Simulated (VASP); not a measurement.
Write the native input for VASP 6.6.1 that does the following.

| Quantity | Value |
| --- | --- |
| Task | single point |
| Functional | r2SCAN |
| Potentials or basis | VASP PAW PBE potentials, release 64 (B, As) |
| Cutoff | 520 eV |
| k mesh | 15 × 15 × 15 |
| Occupations | fermi-dirac, width 0.05 eV |
| Spin | no spin polarisation |
| Dipole correction | no |
| Further INCAR settings | ALGO = Normal; EDIFF = 1e-06; NBANDS = 11 |

BAs (zincblende type):

```
B As
1.0
     0.00000    2.14378    2.14378
     2.14378    0.00000    2.14378
     2.14378    2.14378    0.00000
B As
1 1
Cartesian
  0.0000 0.0000 0.0000
  1.0719 1.0719 1.0719
```

This cell differs from its parent crystal: volume scaled by 0.72.

These files were run (other wordings do the same):

POSCAR

```
BAs
1.0
    0.0000000000      2.1437760076      2.1437760076
    2.1437760076      0.0000000000      2.1437760076
    2.1437760076      2.1437760076      0.0000000000
B As
1 1
Direct
    0.0000000000      0.0000000000      0.0000000000
    0.2500000000      0.2500000000      0.2500000000
```

INCAR.step1

```
PREC     = Accurate       # precision mode
ENCUT    = 520            # plane-wave cutoff, eV
ISMEAR   = -1             # smearing method
SIGMA    = 0.05           # smearing width, eV
LREAL    = F              # projectors in reciprocal space
LASPH    = T              # aspherical terms in the spheres
NELM     = 100            # most SCF steps
NBANDS   = 11             # bands
GGA      = PE             # functional
ALGO     = Normal         # electronic algorithm
EDIFF    = 1E-4           # SCF threshold, eV
LWAVE    = T              # write WAVECAR
LCHARG   = F              # write CHGCAR
```

INCAR.step2

```
PREC     = Accurate       # precision mode
ENCUT    = 520            # plane-wave cutoff, eV
EDIFF    = 1E-6           # SCF threshold, eV
ISMEAR   = -1             # smearing method
SIGMA    = 0.05           # smearing width, eV
LREAL    = F              # projectors in reciprocal space
LASPH    = T              # aspherical terms in the spheres
NELM     = 100            # most SCF steps
ALGO     = Normal         # electronic algorithm
ISIF     = 2              # what is computed and relaxed
LWAVE    = F              # write WAVECAR
LCHARG   = F              # write CHGCAR
METAGGA  = R2SCAN         # meta-GGA
LMIXTAU  = T            
NBANDS   = 11             # bands
ISTART   = 1
```

KPOINTS

```
regular mesh
0
Gamma
  15 15 15
```

Potentials or basis: VASP PAW PBE potentials, release 64 (B, As).

Launch:

```console
$ cat potpaw_PBE.64/B/POTCAR potpaw_PBE.64/As/POTCAR > POTCAR
$ cp INCAR.step1 INCAR
$ mpirun -np 1 vasp_std > vasp.out
$ cp INCAR.step2 INCAR
$ mpirun -np 1 vasp_std > vasp.out
```

It gave:

The pressure is 90.8 GPa and the band gap on the k mesh is 0.98 eV, indirect (least direct gap 3.95 eV).

Caveat: the PAW data sets were made with another functional, which shifts forces and pressure a little.

It took 33 s on 1 thread of Intel(R) Xeon(R) 6975P-C (Granite Rapids) (shared host), peak memory 0.16 GiB.
